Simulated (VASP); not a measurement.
Here is a VASP 6.6.1 calculation.

File INCAR:

```
SYSTEM = BP
PREC = Accurate ; ENCUT = 520
EDIFF = 1E-6 ; ISMEAR = -1
SIGMA = 0.05 ; LREAL = .False.
LASPH = .True. ; NELM = 60
ALGO = Normal ; ISIF = 2
LWAVE = .False. ; LCHARG = .True.
GGA = PE ; LELF = .True.
LVHAR = .True. ; NBANDS = 11
```

The input KPOINTS:

```
regular mesh
0
Gamma
  15 15 15
  0 0 0
```

File POSCAR:

```
BP
1.0
    0.0000000000      2.2914668077      2.2914668077
    2.2914668077      0.0000000000      2.2914668077
    2.2914668077      2.2914668077      0.0000000000
P B
1 1
Direct
    0.7500000000      0.7500000000      0.7500000000
    0.0000000000      0.0000000000      0.0000000000
```

Potentials or basis: VASP PAW PBE potentials, release 64 (P, B).

Launch:

```sh
$ cat potpaw_PBE.64/P/POTCAR potpaw_PBE.64/B/POTCAR > POTCAR
$ mpirun -np 1 vasp_std > vasp.out
```

Problem. What does it give for the band gap on the k mesh?

Solution. 1.28 eV, indirect (least direct gap 3.36 eV).

Problem. Predict the pressure.

Solution. -3.7 GPa.

A k mesh can miss the band edges. PBE gaps usually lie below the measured ones, often by a third to a half.
